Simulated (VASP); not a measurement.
# Si2W (I4/mmm) in VASP: a series of runs

Runs on Si2W. Level: PBEsol. Tasks: single point.

All numbers are computed with VASP 6.6.1; they aren't measurements. Logs are shortened: lines on timing, memory, paths and dates and some standing lists are left out, and cuts for length are marked.

## Step 1: The cell of the first run

Symmetry: I4/mmm, No. 139, tetragonal system. The conventional cell has a = 3.149 Å, b = 3.149 Å, c = 7.713 Å, α = 90.00°, β = 90.00°, γ = 90.00°. Si (site symmetry 4mm) has 9 Si at 2.56 to 3.15 Å and 5 W at 2.57 Å within 3.4 Å. W (site symmetry 4/mmm) has 10 Si at 2.57 Å and 4 W at 3.15 Å within 3.4 Å.

## Step 2: Single point, PBEsol

File INCAR:

```
PREC     = Accurate       # precision mode
ENCUT    = 520            # plane-wave cutoff, eV
EDIFF    = 1E-6           # SCF threshold, eV
ISMEAR   = 0              # smearing method
SIGMA    = 0.1            # smearing width, eV
LREAL    = F              # projectors in reciprocal space
LASPH    = T              # aspherical terms in the spheres
NELM     = 100            # most SCF steps
ALGO     = Normal         # electronic algorithm
ISIF     = 2              # what is computed and relaxed
LWAVE    = F              # write WAVECAR
LCHARG   = F              # write CHGCAR
GGA      = PS             # functional
NBANDS   = 18             # bands
```

File KPOINTS:

```
Automatic mesh
0
Gamma
  18 18 18
```

File POSCAR:

```
Si2W
1.0
   -1.5746876146      1.5746876146      3.8565847336
    1.5746876146     -1.5746876146      3.8565847336
    1.5746876146      1.5746876146     -3.8565847336
Si W
2 1
Direct
    0.3338409541      0.3338409541      0.0000000000
    0.6661590459      0.6661590459      0.0000000000
    0.0000000000      0.0000000000      0.0000000000
```

Potentials or basis: VASP PAW PBE potentials, release 64 (Si, W_sv).

The run is started by

```
$ cat potpaw_PBE.64/Si/POTCAR potpaw_PBE.64/W_sv/POTCAR > POTCAR
$ mpirun -np 1 vasp_std > vasp.out
```

OUTCAR:

```text
PREC = Accurate
   ENCUT = 520
   EDIFF = 1E-6
   ISMEAR = 0
   LREAL = F
   LASPH = T
   NELM = 100
   ISIF = 2
   GGA = PS

 ion  position               nearest neighbor table
   1  0.334  0.334  0.000-   2 2.56   3 2.57   3 2.57   3 2.57   3 2.57   3 2.57   2 2.58   2 2.58
                             2 2.58   2 2.58
   2  0.666  0.666  0.000-   1 2.56   3 2.57   3 2.57   3 2.57   3 2.57   3 2.57   1 2.58   1 2.58
                             1 2.58   1 2.58
   3  0.000  0.000  0.000-   2 2.57   1 2.57   2 2.57   1 2.57   2 2.57   1 2.57   1 2.57   2 2.57
                             1 2.57   2 2.57

  LATTYP: Found a body centered tetragonal cell.
 ALAT       =     3.1493752292
 C/A-ratio  =     2.4491109842

  Lattice vectors:

 A1 = (  -1.5746876146,   1.5746876146,   3.8565847336)
 A2 = (   1.5746876146,  -1.5746876146,   3.8565847336)
 A3 = (   1.5746876146,   1.5746876146,  -3.8565847336)

Analysis of symmetry for initial positions (statically):
=====================================================================
 Subroutine PRICEL returns:
 Original cell was already a primitive cell.

 Routine SETGRP: Setting up the symmetry group for a
 body centered tetragonal supercell.

 Subroutine GETGRP returns: Found 16 space group operations
 (whereof 16 operations were pure point group operations)
 out of a pool of 16 trial point group operations.

The static configuration has the point symmetry D_4h.

Analysis of symmetry for dynamics (positions and initial velocities):
=====================================================================
 Subroutine PRICEL returns:
 Original cell was already a primitive cell.

 Routine SETGRP: Setting up the symmetry group for a
 body centered tetragonal supercell.

 Subroutine GETGRP returns: Found 16 space group operations
 (whereof 16 operations were pure point group operations)
 out of a pool of 16 trial point group operations.

The dynamic configuration has the point symmetry D_4h.

 Subroutine INISYM returns: Found 16 space group operations
 (whereof 16 operations are pure point group operations),
 and found     1 'primitive' translations

----------------------------------------------------------------------------------------

                                     Primitive cell

  volume of cell :      38.2518

  direct lattice vectors                    reciprocal lattice vectors
    -1.574687615  1.574687615  3.856584734     0.000000000  0.317523295  0.129648390
     1.574687615 -1.574687615  3.856584734     0.317523295  0.000000000  0.129648390
     1.574687615  1.574687615 -3.856584734     0.317523295  0.317523295  0.000000000

  length of vectors
     4.453372652  4.453372652  4.453372652     0.342971934  0.342971934  0.449045750

  position of ions in fractional coordinates (direct lattice)
     0.333840954  0.333840954  0.000000000
     0.666159046  0.666159046  0.000000000
     0.000000000  0.000000000  0.000000000

  ion indices of the primitive-cell ions
   primitive index   ion index
                 1           1
                 2           2
                 3           3

----------------------------------------------------------------------------------------

 KPOINTS: Automatic mesh

Automatic generation of k-mesh.
 Grid dimensions read from file:
 generate k-points for:   18   18   18

 Generating k-lattice:

  Cartesian coordinates                     Fractional coordinates (reciprocal lattice)
     0.000000000  0.017640183  0.007202688     0.055555556  0.000000000  0.000000000
     0.017640183  0.000000000  0.007202688     0.000000000  0.055555556  0.000000000
     0.017640183  0.017640183  0.000000000     0.000000000  0.000000000  0.055555556

  Length of vectors
     0.019053996  0.019053996  0.024946986

  Shift w.r.t. Gamma in fractional coordinates (k-lattice)
     0.000000000  0.000000000  0.000000000

 Subroutine IBZKPT returns following result:
 ===========================================

 Found    480 irreducible k-points:

 Following reciprocal coordinates:
            Coordinates               Weight
  0.000000  0.000000  0.000000      1.000000
  0.055556  0.000000 -0.000000      8.000000
  0.111111  0.000000 -0.000000      8.000000
  0.166667  0.000000  0.000000      8.000000
  0.222222  0.000000  0.000000      8.000000
  0.277778  0.000000 -0.000000      8.000000
[... 16 lines left out ...]
 -0.277778  0.055556  0.000000     16.000000
 -0.222222  0.055556  0.000000     16.000000
 [... further k-points ...]
   k-points           NKPTS =    480   k-points in BZ     NKDIM =    480   number of bands    NBANDS=     18
   number of dos      NEDOS =    301   number of ions     NIONS =      3
   total plane-waves  NPLWV =  46656
   dimension x,y,z NGX =    36 NGY =   36 NGZ =   36
   dimension x,y,z NGXF=    72 NGYF=   72 NGZF=   72
   ions per type =               2   1
   NGX,Y,Z   is equivalent  to a cutoff of  13.44, 13.44, 13.44 a.u.
   NGXF,Y,Z  is equivalent  to a cutoff of  26.88, 26.88, 26.88 a.u.
 SYSTEM =  unknown system
   PREC   = accura    normal or accurate (medium, high low for compatibility)
   ISTART =      0    job   : 0-new  1-cont  2-samecut
   ICHARG =      2    charge: 1-file 2-atom 10-const
   ISPIN  =      1    spin polarized calculation?
   LNONCOLLINEAR =      F non collinear calculations
   LSORBIT =      F    spin-orbit coupling
   LASPH  =      T    aspherical Exc in radial PAW
   ENCUT  =  520.0 eV  38.22 Ry    6.18 a.u.   8.28  8.28  8.28*2*pi/ulx,y,z
   NELM   =    100;   NELMIN=  2; NELMDL= -5     # of ELM steps
   EDIFF  = 0.1E-05   stopping-criterion for ELM
   LREAL  =      F    real-space projection
   EDIFFG = 0.1E-04   stopping-criterion for IOM
   NSW    =      0    number of steps for IOM
   IBRION =     -1    ionic relax: 0-MD 1-quasi-New 2-CG
   NFREE  =      0    steps in history (QN), initial steepest desc. (CG)
   ISIF   =      2    stress and relaxation
   ISYM   =      2    0-nonsym 1-usesym 2-fastsym
   POTIM  = 0.5000    time-step for ionic-motion
   TEBEG  =    0.0;   TEEND  =   0.0 temperature during run
   PSTRESS=    0.0 pullay stress
   NELECT =      22.0000    total number of electrons
   NUPDOWN=      -1.0000    fix difference up-down
   EMIN   =  10.00;   EMAX   =-10.00  energy-range for DOS
   EFERMI =   0.00;   METHOD = LEGACY
   ISMEAR =     0;   SIGMA  =   0.10  broadening in eV -4-tet -1-fermi 0-gaus
   EFERMI_NEDOS =   21; number of points for ismear=-14 and -15
   IALGO  =     38    algorithm
   IMIX   =      4    mixing-type and parameters
     AMIX     =   0.40;   BMIX     =  1.00
     AMIX_MAG =   1.60;   BMIX_MAG =  1.00
  volume/ion in A,a.u.               =      12.75        86.05
  Fermi-wavevector in a.u.,A,eV,Ry     =   1.361440  2.572748 25.218654  1.853519
  Thomas-Fermi vector in A             =   2.488016
   LORBIT       =      0    0 simple, 1 ext, 2 COOP (PROOUT), +10 PAW based schemes
   GGA     = PS    functional components
   LHFCALC =     F    Hartree Fock is set to
   AEXX    =    0.0000 exact exchange contribution
   IVDW    =     0    specifies the selected vdW correction
   LEPSILON=     F    determine dielectric tensor
   LRPA    =     F    only Hartree local field effects (RPA)
 non-spin polarized calculation
 Gauss-broadening in eV      SIGMA  =   0.10
  energy-cutoff  :      520.00
  volume of cell :       38.25
 maximum number of plane-waves:      1048
 NGX is ok and might be reduce to    36
   NGX = 17   NGY = 17   NGZ = 17

 number of electron      22.0000001 magnetization

 Free energy of the ion-electron system (eV)
  ---------------------------------------------------
  ext. energy  EPLUGINS =         0.00000000
  ---------------------------------------------------
  free energy    TOTEN  =       -26.57025899 eV

  energy without entropy =      -26.56931550  energy(sigma->0) =      -26.56978724

 E-fermi :  12.6819     XC(G=0): -12.8732

 val. band max:       12.6454210151   @ k =  -0.3889   0.5000   0.3333
 cond. band min:      12.7060403460   @ k =  -0.4444   0.5000   0.2778
 fundamental gap:      0.0606193310
 Fermi energy:        12.6819372861

 k-point     1 :       0.0000    0.0000    0.0000
  band No.  band energies     occupation
      1     -61.0037      2.00000
      2     -25.3367      2.00000
      3     -25.2696      2.00000
      4     -25.2696      2.00000
      5      -1.8756      2.00000
      6       5.4513      2.00000
[... 10 lines left out ...]
     17      18.7103      0.00000
     18      18.7103      0.00000

 k-point     2 :       0.0556    0.0000   -0.0000
  band No.  band energies     occupation
      1     -61.0034      2.00000
      2     -25.3360      2.00000
      3     -25.2781      2.00000
      4     -25.2688      2.00000
      5      -1.8131      2.00000
      6       5.4642      2.00000
[... 10 lines left out ...]
     17      18.7150      0.00000
     18      18.9367      0.00000

 k-point     3 :       0.1111    0.0000   -0.0000
  band No.  band energies     occupation
      1     -61.0025      2.00000
      2     -25.3342      2.00000
      3     -25.3027      2.00000
      4     -25.2666      2.00000
      5      -1.6272      2.00000
      6       5.4932      2.00000
[... 10 lines left out ...]
     17      18.7798      0.00000
     18      19.4817      0.00000

 k-point     4 :       0.1667    0.0000    0.0000
  band No.  band energies     occupation
      1     -61.0011      2.00000
      2     -25.3403      2.00000
      3     -25.3311      2.00000
      4     -25.2631      2.00000
      5      -1.3225      2.00000
      6       5.5025      2.00000
[... 10 lines left out ...]
     17      19.1055      0.00000
     18      20.2163      0.00000

 k-point     5 :       0.2222    0.0000    0.0000
  band No.  band energies     occupation
      1     -60.9994      2.00000
      2     -25.3858      2.00000
      3     -25.3278      2.00000
      4     -25.2589      2.00000
      5      -0.9064      2.00000
      6       5.4107      2.00000
[... 10 lines left out ...]
     17      19.7893      0.00000
     18      21.0898      0.00000

 k-point     6 :       0.2778    0.0000   -0.0000
  band No.  band energies     occupation
      1     -60.9976      2.00000
      2     -25.4338      2.00000
      3     -25.3240      2.00000
      4     -25.2544      2.00000
      5      -0.3889      2.00000
      6       5.1081      2.00000
[... 10 lines left out ...]
     17      20.3895      0.00000
     18      21.7454      0.00000

 k-point     7 :       0.3333    0.0000   -0.0000
  band No.  band energies     occupation
      1     -60.9959      2.00000
      2     -25.4786      2.00000
      3     -25.3205      2.00000
      4     -25.2502      2.00000
      5       0.2171      2.00000
      6       4.5875      2.00000
[... 10 lines left out ...]
     17      20.2952      0.00000
     18      21.8597      0.00000

 k-point     8 :       0.3889    0.0000   -0.0000
  band No.  band energies     occupation
      1     -60.9945      2.00000
      2     -25.5149      2.00000
      3     -25.3176      2.00000
      4     -25.2467      2.00000
      5       0.8953      2.00000
      6       3.9322      2.00000
[... 10 lines left out ...]
     17      19.9973      0.00000
     18      20.7867      0.00000
[... 229 lines left out ...]
     17      19.8688      0.00000
     18      20.0008      0.00000

 k-point    20 :      -0.4444    0.0556   -0.0000
  band No.  band energies     occupation
      1     -60.9933      2.00000
      2     -25.5372      2.00000
      3     -25.3145      2.00000
      4     -25.2526      2.00000
      5       1.5726      2.00000
      6       3.3125      2.00000
[... 10 lines left out ...]
     17      19.9592      0.00000
     18      20.5509      0.00000

 k-point    21 :      -0.3889    0.0556    0.0000
  band No.  band energies     occupation
      1     -60.9942      2.00000
      2     -25.5137      2.00000
      3     -25.3161      2.00000
      4     -25.2548      2.00000
      5       0.8478      2.00000
      6       4.0393      2.00000
[... 10 lines left out ...]
     17      20.1322      0.00000
     18      21.5202      0.00000

 k-point    22 :      -0.3333    0.0556   -0.0000
  band No.  band energies     occupation
      1     -60.9956      2.00000
      2     -25.4775      2.00000
      3     -25.3188      2.00000
      4     -25.2583      2.00000
      5       0.1777      2.00000
      6       4.7258      2.00000
[... 10 lines left out ...]
     17      20.3618      0.00000
     18      21.3261      0.00000

 k-point    23 :      -0.2778    0.0556    0.0000
  band No.  band energies     occupation
      1     -60.9973      2.00000
      2     -25.4327      2.00000
      3     -25.3223      2.00000
      4     -25.2626      2.00000
      5      -0.4157      2.00000
      6       5.3194      2.00000
[... 10 lines left out ...]
     17      20.1800      0.00000
     18      21.0475      0.00000

 k-point    24 :      -0.2222    0.0556    0.0000
  band No.  band energies     occupation
      1     -60.9991      2.00000
      2     -25.3847      2.00000
      3     -25.3261      2.00000
      4     -25.2672      2.00000
      5      -0.9176      2.00000
      6       5.6803      2.00000
[... 10 lines left out ...]
     17      19.4266      0.00000
     18      21.1516      0.00000

 [... further k-points ...]
[... 5 lines left out ...]
  --------------------------------------------------------------------------------------
  -------------------------------------------------------------------------------------
  Total        2.9668476      2.9668476      2.9389877      0.0000000      0.0000000     -0.0000000
  in kB      124.2665184    124.2665184    123.0996045      0.0000000      0.0000000     -0.0000000
  external PRESSURE =     123.8775471 kB  Pullay stress =       0.0000000 kB

 VOLUME and BASIS-vectors are now :
 -----------------------------------------------------------------------------
  energy-cutoff  :      520.00
  volume of cell :       38.25
      direct lattice vectors                 reciprocal lattice vectors
    -1.574687615  1.574687615  3.856584734     0.000000000  0.317523295  0.129648390
     1.574687615 -1.574687615  3.856584734     0.317523295  0.000000000  0.129648390
     1.574687615  1.574687615 -3.856584734     0.317523295  0.317523295  0.000000000

 POSITION                                       TOTAL-FORCE (eV/Angst)
 -----------------------------------------------------------------------------------
      0.00000      0.00000      2.57497         0.000000      0.000000     -0.011145
      0.00000      0.00000      5.13820        -0.000000     -0.000000      0.011145
      0.00000      0.00000      0.00000        -0.000000     -0.000000     -0.000000
 -----------------------------------------------------------------------------------
    total drift:                               -0.000000     -0.000000      0.000000

  FREE ENERGIE OF THE ION-ELECTRON SYSTEM (eV)
  ---------------------------------------------------
  free  energy   TOTEN  =       -26.5702589872 eV

  energy  without entropy=      -26.5693154991  energy(sigma->0) =      -26.56978724
```

Wall time 2.9 min (1 thread of Intel Xeon 6975P-C (Granite Rapids), shared host); peak memory 0.44 GiB.

What came out:

```yaml
Free_energy: -26.5703 eV
Pressure: 12.4 GPa
Largest_force: 0.011 eV/Å
Band_gap_on_the_k_mesh: zero (bands 11 and 12 overlap by 1.43 eV)
```

Forces on the atoms (eV/Å):
```
Si   0.000  0.000 -0.011
Si   0.000  0.000  0.011
W    0.000  0.000  0.000
```

Stress tensor (GPa, compression positive):
```
12.43  0.00  0.00
 0.00 12.43  0.00
 0.00  0.00 12.31
```

Caveat: the cell stands under pressure; the PAW data sets were made with another functional, which shifts forces and pressure a little; spin-orbit coupling is left out, which moves the levels of the heavy elements.

## Step 3: Single point, PBEsol

This run uses another cell than the first one, of 13.14 Å³/atom.

File INCAR:

```
SYSTEM = Si2W
PREC = Accurate
ENCUT = 520
EDIFF = 1E-6
ISMEAR = 0
SIGMA = 0.1
LREAL = .FALSE.
LASPH = .TRUE.
NELM = 80
ALGO = Normal
ISIF = 2
LWAVE = .FALSE.
LCHARG = .FALSE.
GGA = PS
NBANDS = 18
```

File KPOINTS:

```
Automatic mesh
0
G
  18 18 18
  0 0 0
```

File POSCAR:

```
Si2W
1.0
   -1.5917722097      1.5917722097      3.8895120828
    1.5917722097     -1.5917722097      3.8895120828
    1.5917722097      1.5917722097     -3.8895120828
Si W
2 1
Direct
    0.3342717588      0.3342717588      0.0000000000
    0.6657282412      0.6657282412      0.0000000000
    0.0000000000      0.0000000000      0.0000000000
```

Potentials or basis: VASP PAW PBE potentials, release 64 (Si, W_sv).

The run is started by

```
$ cat potpaw_PBE.64/Si/POTCAR potpaw_PBE.64/W_sv/POTCAR > POTCAR
$ mpirun -np 1 vasp_std > vasp.out
```

Run time: 2.8 min. Hardware: 1 thread of Intel Xeon 6975P-C (Granite Rapids), shared host; peak memory 0.45 GiB.

The run converged. Its results:

```
Free energy            : -26.6310 eV
Pressure               : 4.3 GPa
Largest force          : 0.007 eV/Å
Band gap on the k mesh : zero (bands 11 and 12 overlap by 1.35 eV)
```

Forces in eV/Å, atoms in the order of the input:
```
Si   0.000  0.000 -0.007
Si   0.000  0.000  0.007
W    0.000  0.000  0.000
```

Stress tensor (GPa, compression positive):
```
4.37 0.00 0.00
0.00 4.37 0.00
0.00 0.00 4.28
```

Levels at points of the mesh, in eV from the Fermi level:
```
           k point  band 7  band 8  band 9  band 10  band 11  band 12  band 13  band 14  band 15  band 16
(0.00, 0.00, 0.00)   -3.73   -3.48   -2.91    -2.91     0.65     2.80     2.93     3.20     3.20     4.74
(0.50, 0.00, 0.00)   -5.87   -4.93   -2.88    -2.85    -0.47     2.81     2.85     4.00     4.61     5.16
(0.50, 0.50, 0.00)   -6.13   -5.47   -5.13    -3.38    -1.74     2.88     3.09     3.25     3.95     4.33
(0.50, 0.50, 0.50)   -4.02   -2.68   -0.82    -0.82    -0.52    -0.52     0.84     4.57     5.19     6.11
```

Caveat: the cell stands under pressure; the PAW data sets were made with another functional, which shifts forces and pressure a little; spin-orbit coupling is left out, which moves the levels of the heavy elements.

The gap in the log of VASP goes by the Fermi energy; the results here count the filled bands.